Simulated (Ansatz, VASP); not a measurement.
**SrCo2 in VASP and in Ansatz**

```
Sr Co
1.0
     3.75138    0.00000    0.00000
    -1.87569    3.24879    0.00000
     0.00000    0.00000    4.05049
Sr Co
1 2
Cartesian
  0.0000 0.0000 0.0000
  0.0000 2.1659 2.0252
  1.8757 1.0829 2.0252
```

Alike in both runs: task single point; functional PBE; k mesh 6 × 6 × 4; occupations gaussian, width 0.1 eV; collinear spin.

|  | VASP | Ansatz |
| --- | --- | --- |
| version | VASP 6.6.1 | Ansatz 0.2.0 |
| potentials or method | VASP PAW PBE potentials, release 64 (Sr_sv, Co), cutoff 520 eV | scalar-relativistic, plane waves, PAW |
| valence electrons in the cell | 28 | 44 |

|  | VASP | Ansatz | Ansatz less VASP |
| --- | --- | --- | --- |
| gap on the k mesh at the Fermi level (eV) | none | none | - |
| pressure (GPa) | 20.4 | 20.5 | +0.13 |
| traceless stress, the component that is largest in VASP (GPa) | 2.69 | 2.47 | -0.228 |
| net moment per atom (μB) | 0.67 | 0.68 | +0.001 |
| size of the moment on the site where the two differ most (μB) | 1.11 | 1.13 | +0.015 |

Site moments also hang on the region over which each program counts them. A gap of «none» marks a metal or a gap that the smearing closes. With one functional, cell and mesh, what is left measures potentials, basis and numerics. VASP's potentials hold 28 valence electrons a cell and Ansatz's 44, so a difference there can come from the potentials and not from the codes.

The k mesh is coarse, so the values compare programs but aren't converged.
